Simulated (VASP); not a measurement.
Input of a VASP 6.6.1 run:

INCAR

```
SYSTEM = Ru
ALGO     = Normal         ! electronic algorithm
EDIFF    = 1E-6           ! SCF threshold, eV
ENCUT    = 520            ! plane-wave cutoff, eV
GGA      = PS             ! functional
ISIF     = 2              ! what is computed and relaxed
ISMEAR   = -1             ! smearing method
LASPH    = .TRUE.         ! aspherical terms in the spheres
LCHARG   = .FALSE.        ! write CHGCAR
LREAL    = .FALSE.        ! projectors in reciprocal space
LWAVE    = .FALSE.        ! write WAVECAR
NBANDS   = 21             ! bands
NELM     = 60             ! most SCF steps
PREC     = Accurate       ! precision mode
SIGMA    = 0.05           ! smearing width, eV
```

The input KPOINTS:

```
k-points
0
G
  19 19 10
  0 0 0
```

Contents of POSCAR:

```
Ru
1.0
    2.6901084693      0.0000000000      0.0000000000
   -1.3450542347      2.3297022734      0.0000000000
    0.0000000000      0.0000000000      4.2498124732
Ru
2
Direct
    0.3333333333      0.6666666667      0.2500000000
    0.6666666667      0.3333333333      0.7500000000
```

Potentials or basis: VASP PAW PBE potentials, release 64 (Ru_pv).

Launch:

```sh
$ cat potpaw_PBE.64/Ru_pv/POTCAR > POTCAR
$ mpirun -np 1 vasp_std > vasp.out
```

Question: What does it give for the pressure?

Answer: 0.0 GPa.

Question: What does it give for the band gap on the k mesh?

Answer: Zero (bands 14 and 15 overlap by 3.21 eV).

Caveat: the PAW data sets were made with another functional, which shifts forces and pressure a little.
